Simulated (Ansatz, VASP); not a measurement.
**Two plane-wave programs on CsCl**

File INCAR:

```
SYSTEM = CsCl
PREC     = Accurate       ! precision mode
ENCUT    = 500            ! plane-wave cutoff, eV
EDIFF    = 1E-6           ! SCF threshold, eV
ISMEAR   = 0              ! smearing method
SIGMA    = 0.05           ! smearing width, eV
LREAL    = .FALSE.        ! projectors in reciprocal space
LASPH    = .TRUE.         ! aspherical terms in the spheres
NELM     = 120            ! most SCF steps
ALGO     = Normal         ! electronic algorithm
ISIF     = 2              ! what is computed and relaxed
LWAVE    = .FALSE.        ! write WAVECAR
LCHARG   = .TRUE.         ! write CHGCAR
GGA      = PE             ! functional
LELF     = .TRUE.         ! ELF
LVHAR    = .TRUE.       
NBANDS   = 15             ! bands
GGA_COMPAT= .FALSE.
```

File KPOINTS:

```
regular mesh
0
G
  4 4 4
  0 0 0
```

Contents of POSCAR:

```
CsCl
1.0
    4.2192757672      0.0000000000      0.0000000000
    0.0000000000      4.2192757672      0.0000000000
    0.0000000000      0.0000000000      4.2192757672
Cs Cl
1 1
Direct
    0.0000000000      0.0000000000      0.0000000000
    0.5000000000      0.5000000000      0.5000000000
```

Input for Ansatz:

```yaml
crystal:
  lattice:
    - [4.2192757672, 0.0, 0.0]
    - [0.0, 4.2192757672, 0.0]
    - [0.0, 0.0, 4.2192757672]
  atoms:
    - { symbol: Cs, position: [0.0, 0.0, 0.0] }
    - { symbol: Cl, position: [0.5, 0.5, 0.5] }
basis:
  ecutwfc: 420
kpoints:
  mp_grid: { grid: [4, 4, 4] }
hamiltonian:
  xc: pbe
scf:
  occupations: { method: gaussian, width: 0.05 }
output:
  forces: true
  stress: true
  eigenvalues: true
```

Alike in both runs: task single point; functional PBE; k mesh 4 × 4 × 4; occupations gaussian, width 0.05 eV; no spin polarisation.

|  | VASP | Ansatz |
| --- | --- | --- |
| version | VASP 6.6.1 | Ansatz 0.2.0 |
| potentials or method | VASP PAW PBE potentials, release 64 (Cs_sv, Cl), cutoff 500 eV | scalar-relativistic, plane waves, PAW |
| valence electrons in the cell | 16 | 16 |

|  | VASP | Ansatz | Ansatz less VASP |
| --- | --- | --- | --- |
| gap on the k mesh at the Fermi level (eV) | 4.96 | 4.97 | +0.010 |
| least direct gap on the mesh (eV) | 4.96 | 4.97 | +0.010 |
| pressure (GPa) | -0.1 | -0.1 | 0.00 |

The functional is the same, so the differences come from potentials, cutoffs and numerics.

Spin-orbit coupling is off throughout.
